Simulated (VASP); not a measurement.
Set up this calculation in VASP 6.6.1, as the native input.

```yaml
Task: single point
Functional: r2SCAN
Potentials_or_basis: VASP PAW PBE potentials, release 64 (N, Cu)
Cutoff: 660 eV
k_mesh: 5 × 5 × 5
Occupations: fermi-dirac, width 0.1 eV
Spin: collinear spin
Starting_moments: "[0.0, 1.0, -1.0, 1.0] μB"
Dipole_correction: no
Further_INCAR_settings: ALGO = Normal; EDIFF = 1e-06; NBANDS = 31
```

Cu3N:

```xyz
4
Lattice="3.8140 0.0000 0.0000 0.0000 3.8140 0.0000 0.0000 0.0000 3.8140" Properties=species:S:1:pos:R:3 pbc="T T T"
N     0.0000    0.0000    0.0000
Cu    1.9070    0.0000    0.0000
Cu    0.0000    1.9070    0.0000
Cu    0.0000    0.0000    1.9070
```

One way to write it, as run:

POSCAR

```
Cu3N
1.0
    3.8140000000      0.0000000000      0.0000000000
    0.0000000000      3.8140000000      0.0000000000
    0.0000000000      0.0000000000      3.8140000000
N Cu
1 3
Direct
    0.0000000000      0.0000000000      0.0000000000
    0.5000000000      0.0000000000      0.0000000000
    0.0000000000      0.5000000000      0.0000000000
    0.0000000000      0.0000000000      0.5000000000
```

INCAR.step1

```
SYSTEM = Cu3N
ALGO     = Normal         ! electronic algorithm
EDIFF    = 1E-5           ! SCF threshold, eV
ENCUT    = 660            ! plane-wave cutoff, eV
GGA      = PE             ! functional
GGA_COMPAT= .False.      
ISMEAR   = -1             ! smearing method
ISPIN    = 2              ! spin polarisation
LASPH    = .True.         ! aspherical terms in the spheres
LCHARG   = .False.        ! write CHGCAR
LMAXMIX  = 4              ! l up to which the mixer works
LREAL    = .False.        ! projectors in reciprocal space
LWAVE    = .True.         ! write WAVECAR
MAGMOM   = 0 1 -1 1       ! initial moments
NBANDS   = 31             ! bands
NELM     = 200            ! most SCF steps
PREC     = Accurate       ! precision mode
SIGMA    = 0.1            ! smearing width, eV
```

INCAR.step2

```
SYSTEM = Cu3N
ALGO     = Normal         ! electronic algorithm
EDIFF    = 1E-6           ! SCF threshold, eV
ENCUT    = 660            ! plane-wave cutoff, eV
GGA_COMPAT= .False.      
ISIF     = 2              ! what is computed and relaxed
ISMEAR   = -1             ! smearing method
ISPIN    = 2              ! spin polarisation
ISTART   = 1            
LASPH    = .True.         ! aspherical terms in the spheres
LCHARG   = .True.         ! write CHGCAR
LELF     = .True.         ! ELF
LMAXMIX  = 4              ! l up to which the mixer works
LMIXTAU  = .True.       
LORBIT   = 11             ! projections on sites
LREAL    = .False.        ! projectors in reciprocal space
LVHAR    = .True.       
LWAVE    = .False.        ! write WAVECAR
MAGMOM   = 0 1 -1 1       ! initial moments
METAGGA  = R2SCAN         ! meta-GGA
NBANDS   = 31             ! bands
NELM     = 200            ! most SCF steps
PREC     = Accurate       ! precision mode
SIGMA    = 0.1            ! smearing width, eV
```

KPOINTS

```
k-points
0
Gamma
  5 5 5
  0 0 0
```

Potentials or basis: VASP PAW PBE potentials, release 64 (N, Cu).

Command:

```bash
$ cat potpaw_PBE.64/N/POTCAR potpaw_PBE.64/Cu/POTCAR > POTCAR
$ cp INCAR.step1 INCAR
$ mpirun -np 1 vasp_std > vasp.out
$ cp INCAR.step2 INCAR
$ mpirun -np 1 vasp_std > vasp.out
```

Results of the run:

The pressure is -2.1 GPa. The band gap on the k mesh is 1.50 eV (least direct gap 1.96 eV), the net moment is 0.00 μB per cell and the valence electrons inside the program's atomic spheres are N 3.75; Cu 10.07.

Caveat: the PAW data sets were made with another functional, which shifts forces and pressure a little; an odd mesh through Γ misses points on the zone boundary, where band edges can lie.

Wall time 3.6 min on 1 thread of Oxide Virtual Turin-like Processor, on a shared host, peak memory 0.21 GiB.
